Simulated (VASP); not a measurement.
# P (Pm-3m) in VASP: further runs

Runs on P. Level: r2SCAN. Tasks: single point, relaxation of cell and atoms.

All numbers are computed with VASP 6.6.1; they aren't measurements. Logs are shortened: lines on timing, memory, paths and dates and some standing lists are left out, and cuts for length are marked.

## 1. The cell of the first run

It takes space group Pm-3m (No. 221, cubic). The conventional cell has a = 2.262 Å, b = 2.262 Å, c = 2.262 Å, α = 90.00°, β = 90.00°, γ = 90.00°. Within 3.0 Å of P (site symmetry m-3m) lie 6 P at 2.26 Å.

This isn't the form of P at room conditions, which is orthorhombic.

## 2. Single point, r2SCAN

POSCAR

```
P
1.0
    2.2622394376      0.0000000000      0.0000000000
    0.0000000000      2.2622394376      0.0000000000
    0.0000000000      0.0000000000      2.2622394376
P
1
Direct
    0.0000000000      0.0000000000      0.0000000000
```

INCAR.step1

```
  ALGO = Normal
  EDIFF = 1E-4
  ENCUT = 520
  GGA = PE
  ISMEAR = 0
  LASPH = T
  LCHARG = F
  LREAL = F
  LWAVE = T
  NBANDS = 8
  NELM = 80
  PREC = Accurate
  SIGMA = 0.05
```

INCAR.step2

```
  ALGO = Normal
  EDIFF = 1E-6
  ENCUT = 520
  ISIF = 2
  ISMEAR = 0
  ISTART = 1
  LASPH = T
  LCHARG = T
  LELF = T
  LMIXTAU = T
  LREAL = F
  LVHAR = T
  LWAVE = F
  METAGGA = R2SCAN
  NBANDS = 8
  NELM = 80
  PREC = Accurate
  SIGMA = 0.05
```

KPOINTS

```
k-points
0
Gamma
  17 17 17
```

Potentials or basis: VASP PAW PBE potentials, release 64 (P).

Run with:

```console
$ cat potpaw_PBE.64/P/POTCAR > POTCAR
$ cp INCAR.step1 INCAR
$ mpirun -np 1 vasp_std > vasp.out
$ cp INCAR.step2 INCAR
$ mpirun -np 1 vasp_std > vasp.out
```

OUTCAR:

```text
EDIFF = 1E-6
   ENCUT = 520
   ISIF = 2
   ISMEAR = 0
   ISTART = 1
   LASPH = T
   LREAL = F
   METAGGA = R2SCAN
   NELM = 80
   PREC = Accurate

 ion  position               nearest neighbor table
   1  0.000  0.000  0.000-

  LATTYP: Found a simple cubic cell.
 ALAT       =     2.2622394376

  Lattice vectors:

 A1 = (   2.2622394376,   0.0000000000,   0.0000000000)
 A2 = (   0.0000000000,   2.2622394376,   0.0000000000)
 A3 = (   0.0000000000,   0.0000000000,   2.2622394376)

Analysis of symmetry for initial positions (statically):
=====================================================================
 Subroutine PRICEL returns:
 Original cell was already a primitive cell.

 Routine SETGRP: Setting up the symmetry group for a
 simple cubic supercell.

 Subroutine GETGRP returns: Found 48 space group operations
 (whereof 48 operations were pure point group operations)
 out of a pool of 48 trial point group operations.

The static configuration has the point symmetry O_h .

Analysis of symmetry for dynamics (positions and initial velocities):
=====================================================================
 Subroutine PRICEL returns:
 Original cell was already a primitive cell.

 Routine SETGRP: Setting up the symmetry group for a
 simple cubic supercell.

 Subroutine GETGRP returns: Found 48 space group operations
 (whereof 48 operations were pure point group operations)
 out of a pool of 48 trial point group operations.

The dynamic configuration has the point symmetry O_h .

 Subroutine INISYM returns: Found 48 space group operations
 (whereof 48 operations are pure point group operations),
 and found     1 'primitive' translations

----------------------------------------------------------------------------------------

                                     Primitive cell

  volume of cell :      11.5775

  direct lattice vectors                    reciprocal lattice vectors
     2.262239438  0.000000000  0.000000000     0.442039858  0.000000000  0.000000000
     0.000000000  2.262239438  0.000000000     0.000000000  0.442039858  0.000000000
     0.000000000  0.000000000  2.262239438     0.000000000  0.000000000  0.442039858

  length of vectors
     2.262239438  2.262239438  2.262239438     0.442039858  0.442039858  0.442039858

  position of ions in fractional coordinates (direct lattice)
     0.000000000  0.000000000  0.000000000

  ion indices of the primitive-cell ions
   primitive index   ion index
                 1           1

----------------------------------------------------------------------------------------

 KPOINTS: k-points

Automatic generation of k-mesh.
 Grid dimensions read from file:
 generate k-points for:   17   17   17

 Generating k-lattice:

  Cartesian coordinates                     Fractional coordinates (reciprocal lattice)
     0.026002345  0.000000000  0.000000000     0.058823529  0.000000000  0.000000000
     0.000000000  0.026002345  0.000000000     0.000000000  0.058823529  0.000000000
     0.000000000  0.000000000  0.026002345     0.000000000  0.000000000  0.058823529

  Length of vectors
     0.026002345  0.026002345  0.026002345

  Shift w.r.t. Gamma in fractional coordinates (k-lattice)
     0.000000000  0.000000000  0.000000000

 Subroutine IBZKPT returns following result:
 ===========================================

 Found    165 irreducible k-points:

 Following reciprocal coordinates:
            Coordinates               Weight
  0.000000  0.000000  0.000000      1.000000
  0.058824  0.000000  0.000000      6.000000
  0.117647  0.000000  0.000000      6.000000
  0.176471  0.000000  0.000000      6.000000
  0.235294  0.000000  0.000000      6.000000
  0.294118  0.000000  0.000000      6.000000
[... 16 lines left out ...]
  0.411765  0.117647  0.000000     24.000000
  0.470588  0.117647  0.000000     24.000000
 [... further k-points ...]
   k-points           NKPTS =    165   k-points in BZ     NKDIM =    165   number of bands    NBANDS=      8
   number of dos      NEDOS =    301   number of ions     NIONS =      1
   total plane-waves  NPLWV =   5832
   dimension x,y,z NGX =    18 NGY =   18 NGZ =   18
   dimension x,y,z NGXF=    36 NGYF=   36 NGZF=   36
   ions per type =               1
   NGX,Y,Z   is equivalent  to a cutoff of  13.23, 13.23, 13.23 a.u.
   NGXF,Y,Z  is equivalent  to a cutoff of  26.46, 26.46, 26.46 a.u.
 SYSTEM =  unknown system
   PREC   = accura    normal or accurate (medium, high low for compatibility)
   ISTART =      1    job   : 0-new  1-cont  2-samecut
   ICHARG =      0    charge: 1-file 2-atom 10-const
   ISPIN  =      1    spin polarized calculation?
   LNONCOLLINEAR =      F non collinear calculations
   LSORBIT =      F    spin-orbit coupling
   LASPH  =      T    aspherical Exc in radial PAW
   ENCUT  =  520.0 eV  38.22 Ry    6.18 a.u.   4.21  4.21  4.21*2*pi/ulx,y,z
   NELM   =     80;   NELMIN=  2; NELMDL=  0     # of ELM steps
   EDIFF  = 0.1E-05   stopping-criterion for ELM
   LREAL  =      F    real-space projection
[... 7 lines left out ...]
   TEBEG  =    0.0;   TEEND  =   0.0 temperature during run
   PSTRESS=    0.0 pullay stress
   NELECT =       5.0000    total number of electrons
   NUPDOWN=      -1.0000    fix difference up-down
   EMIN   =  10.00;   EMAX   =-10.00  energy-range for DOS
   EFERMI =   0.00;   METHOD = LEGACY
   ISMEAR =     0;   SIGMA  =   0.05  broadening in eV -4-tet -1-fermi 0-gaus
   EFERMI_NEDOS =   21; number of points for ismear=-14 and -15
   IALGO  =     38    algorithm
   IMIX   =      4    mixing-type and parameters
     AMIX     =   0.40;   BMIX     =  1.00
     AMIX_MAG =   1.60;   BMIX_MAG =  1.00
  volume/ion in A,a.u.               =      11.58        78.13
  Fermi-wavevector in a.u.,A,eV,Ry     =   1.237446  2.338434 20.834229  1.531273
  Thomas-Fermi vector in A             =   2.372013
   LORBIT       =      0    0 simple, 1 ext, 2 COOP (PROOUT), +10 PAW based schemes
   METAGGA = R2SCAN    functional components
   LHFCALC =     F    Hartree Fock is set to
   AEXX    =    0.0000 exact exchange contribution
   IVDW    =     0    specifies the selected vdW correction
   LEPSILON=     F    determine dielectric tensor
   LRPA    =     F    only Hartree local field effects (RPA)
 non-spin polarized calculation
 Gauss-broadening in eV      SIGMA  =   0.05
  energy-cutoff  :      520.00
  volume of cell :       11.58
 maximum number of plane-waves:       320
 NGX is ok and might be reduce to    18
   NGX =  9   NGY =  9   NGZ =  9

 number of electron       4.9999999 magnetization

 Free energy of the ion-electron system (eV)
  ---------------------------------------------------
  ext. energy  EPLUGINS =         0.00000000
  ---------------------------------------------------
  free energy    TOTEN  =        -8.51172451 eV

  energy without entropy =       -8.51138367  energy(sigma->0) =       -8.51155409

 E-fermi :  13.1640     XC(G=0): -12.9819

 val. band max:       13.1613744171   @ k =   0.4706   0.4706   0.0000
 cond. band min:      13.2071035228   @ k =   0.3529   0.2353   0.0588
 fundamental gap:      0.0457291058
 Fermi energy:        13.1639679984

 k-point     1 :       0.0000    0.0000    0.0000
  band No.  band energies     occupation
      1      -6.7920      2.00000
      2      19.9432      0.00000
      3      19.9432      0.00000
      4      19.9791      0.00000
      5      19.9791      0.00000
      6      19.9791      0.00000
      7      32.0435      0.00000
      8      42.5736      0.00000

 k-point     2 :       0.0588    0.0000    0.0000
  band No.  band energies     occupation
      1      -6.6930      2.00000
      2      17.3404      0.00000
      3      20.0215      0.00000
      4      20.0607      0.00000
      5      20.0607      0.00000
      6      22.4893      0.00000
      7      32.3450      0.00000
      8      41.8008      0.00000

 k-point     3 :       0.1176    0.0000    0.0000
  band No.  band energies     occupation
      1      -6.3965      2.00000
      2      14.7307      0.00000
      3      20.2529      0.00000
      4      20.3044      0.00000
      5      20.3044      0.00000
      6      24.7790      0.00000
      7      33.2737      0.00000
      8      40.0151      0.00000

 k-point     4 :       0.1765    0.0000    0.0000
  band No.  band energies     occupation
      1      -5.9047      2.00000
      2      12.1957      2.00000
      3      20.6262      0.00000
      4      20.7066      0.00000
      5      20.7066      0.00000
      6      26.7070      0.00000
      7      34.8161      0.00000
      8      37.8954      0.00000

 k-point     5 :       0.2353    0.0000    0.0000
  band No.  band energies     occupation
      1      -5.2217      2.00000
      2       9.7760      2.00000
      3      21.1196      0.00000
      4      21.2595      0.00000
      5      21.2595      0.00000
      6      28.2923      0.00000
      7      35.7580      0.00000
      8      35.7580      0.00000
[... 177 lines left out ...]
 k-point    22 :       0.3529    0.1176    0.0000
  band No.  band energies     occupation
      1      -2.9316      2.00000
      2       5.7522      2.00000
      3      17.8185      0.00000
      4      23.0449      0.00000
      5      25.5455      0.00000
      6      28.3922      0.00000
      7      32.2325      0.00000
      8      33.3857      0.00000

 k-point    23 :       0.4118    0.1176    0.0000
  band No.  band energies     occupation
      1      -1.7837      2.00000
      2       3.8988      2.00000
      3      18.5646      0.00000
      4      23.8292      0.00000
      5      25.6131      0.00000
      6      27.5292      0.00000
      7      30.7609      0.00000
      8      34.2239      0.00000

 k-point    24 :       0.4706    0.1176    0.0000
  band No.  band energies     occupation
      1      -0.7439      2.00000
      2       2.5045      2.00000
      3      19.0763      0.00000
      4      24.3935      0.00000
      5      25.2142      0.00000
      6      27.4539      0.00000
      7      29.8504      0.00000
      8      34.6262      0.00000

 [... further k-points ...]

------------------------ aborting loop because EDIFF is reached ----------------------------------------

  FORCE on cell =-STRESS in cart. coord.  units (eV):
  Direction    XX          YY          ZZ          XY          YZ          ZX
  --------------------------------------------------------------------------------------
  -------------------------------------------------------------------------------------
  Total        3.1720834      3.1720834      3.1720834     -0.0000000     -0.0000000      0.0000000
  in kB      438.9746795    438.9746795    438.9746795     -0.0000000     -0.0000000      0.0000000
  external PRESSURE =     438.9746795 kB  Pullay stress =       0.0000000 kB

 VOLUME and BASIS-vectors are now :
 -----------------------------------------------------------------------------
  energy-cutoff  :      520.00
  volume of cell :       11.58
      direct lattice vectors                 reciprocal lattice vectors
     2.262239438  0.000000000  0.000000000     0.442039858  0.000000000  0.000000000
     0.000000000  2.262239438  0.000000000     0.000000000  0.442039858  0.000000000
     0.000000000  0.000000000  2.262239438     0.000000000  0.000000000  0.442039858

 POSITION                                       TOTAL-FORCE (eV/Angst)
 -----------------------------------------------------------------------------------
      0.00000      0.00000      0.00000         0.000000      0.000000      0.000000
 -----------------------------------------------------------------------------------
    total drift:                                0.000000      0.000000      0.000000

  FREE ENERGIE OF THE ION-ELECTRON SYSTEM (eV)
  ---------------------------------------------------
  free  energy   TOTEN  =        -8.5117245121 eV

  energy  without entropy=       -8.5113836725  energy(sigma->0) =       -8.51155409
```

Wall time 62 s (1 thread of Intel Xeon 8259CL, shared host); peak memory 0.12 GiB.

Results:

| Property | Result |
| --- | --- |
| Free energy | -8.5117 eV |
| Pressure | 43.9 GPa |
| Band gap on the k mesh | zero (an odd number of electrons rules out a gap without spin polarisation) |

Caveat: the cell stands under pressure; the PAW data sets were made with another functional, which shifts forces and pressure a little.

## 3. Single point, r2SCAN

This run uses another cell than the first one, of 12.23 Å³/atom.

POSCAR

```
P
1.0
    2.3039033896      0.0000000000      0.0000000000
    0.0000000000      2.3039033896      0.0000000000
    0.0000000000      0.0000000000      2.3039033896
P
1
Direct
    0.0000000000      0.0000000000      0.0000000000
```

INCAR.step1

```
  PREC = Accurate
  ENCUT = 520
  ISMEAR = 0
  SIGMA = 0.05
  LREAL = F
  LASPH = T
  NELM = 100
  NBANDS = 8
  GGA = PE
  ALGO = Normal
  EDIFF = 1E-4
  LWAVE = T
  LCHARG = F
```

INCAR.step2

```
  PREC = Accurate
  ENCUT = 520
  EDIFF = 1E-6
  ISMEAR = 0
  SIGMA = 0.05
  LREAL = F
  LASPH = T
  NELM = 100
  ALGO = Normal
  ISIF = 2
  LWAVE = F
  LCHARG = F
  METAGGA = R2SCAN
  LMIXTAU = T
  NBANDS = 8
  ISTART = 1
```

KPOINTS

```
Automatic mesh
0
Gamma
  17 17 17
```

Potentials or basis: VASP PAW PBE potentials, release 64 (P).

Run with:

```console
$ cat potpaw_PBE.64/P/POTCAR > POTCAR
$ cp INCAR.step1 INCAR
$ mpirun -np 1 vasp_std > vasp.out
$ cp INCAR.step2 INCAR
$ mpirun -np 1 vasp_std > vasp.out
```

Wall time 48 s (1 thread of Intel Xeon 8259CL, shared host); peak memory 0.12 GiB.

The run converged. Its results:

| Quantity | Value |
| --- | --- |
| Free energy | -8.6592 eV |
| Pressure | 28.9 GPa |
| Band gap on the k mesh | zero (an odd number of electrons rules out a gap without spin polarisation) |

Levels at points of the mesh, in eV from the Fermi level:
| k point | band 1 | band 2 | band 3 | band 4 | band 5 | band 6 | band 7 |
| --- | --- | --- | --- | --- | --- | --- | --- |
| (0.00, 0.00, 0.00) | -19.28 | 6.44 | 6.44 | 6.44 | 6.88 | 6.88 | 18.05 |

Caveat: the cell stands under pressure; the PAW data sets were made with another functional, which shifts forces and pressure a little.

## 4. Single point, r2SCAN

This run uses another cell than the first one, of 13.08 Å³/atom.

POSCAR

```
P
1.0
    2.3559018194      0.0000000000      0.0000000000
    0.0000000000      2.3559018194      0.0000000000
    0.0000000000      0.0000000000      2.3559018194
P
1
Direct
    0.0000000000      0.0000000000      0.0000000000
```

INCAR.step1

```
PREC = Accurate ; ENCUT = 520
ISMEAR = 0 ; SIGMA = 0.05
LREAL = F ; LASPH = T
NELM = 60 ; NBANDS = 8
GGA = PE ; ALGO = Normal
EDIFF = 1E-4 ; LWAVE = T
LCHARG = F
```

INCAR.step2

```
PREC = Accurate ; ENCUT = 520
EDIFF = 1E-6 ; ISMEAR = 0
SIGMA = 0.05 ; LREAL = F
LASPH = T ; NELM = 60
ALGO = Normal ; ISIF = 2
LWAVE = F ; LCHARG = F
METAGGA = R2SCAN ; LMIXTAU = T
NBANDS = 8 ; ISTART = 1
```

KPOINTS

```
regular mesh
0
Gamma
  17 17 17
```

Run with:

```console
$ cat potpaw_PBE.64/P/POTCAR > POTCAR
$ cp INCAR.step1 INCAR
$ mpirun -np 1 vasp_std > vasp.out
$ cp INCAR.step2 INCAR
$ mpirun -np 1 vasp_std > vasp.out
```

Run time: 53 s. Hardware: 1 thread of Intel Xeon 8259CL, shared host; peak memory 0.12 GiB.

It converged, with:

```
Free energy            : -8.7713 eV
Pressure               : 14.2 GPa
Band gap on the k mesh : zero (an odd number of electrons rules out a gap without spin polarisation)
```

Levels at points of the mesh, in eV from the Fermi level:
| k point | band 1 | band 2 | band 3 | band 4 | band 5 | band 6 |
| --- | --- | --- | --- | --- | --- | --- |
| (0.00, 0.00, 0.00) | -18.48 | 6.02 | 6.02 | 6.02 | 7.02 | 7.02 |

Caveat: the cell stands under pressure; the PAW data sets were made with another functional, which shifts forces and pressure a little.

[end of part 1 of 2]

The gap in the log of VASP goes by the Fermi energy; the results here count the filled bands.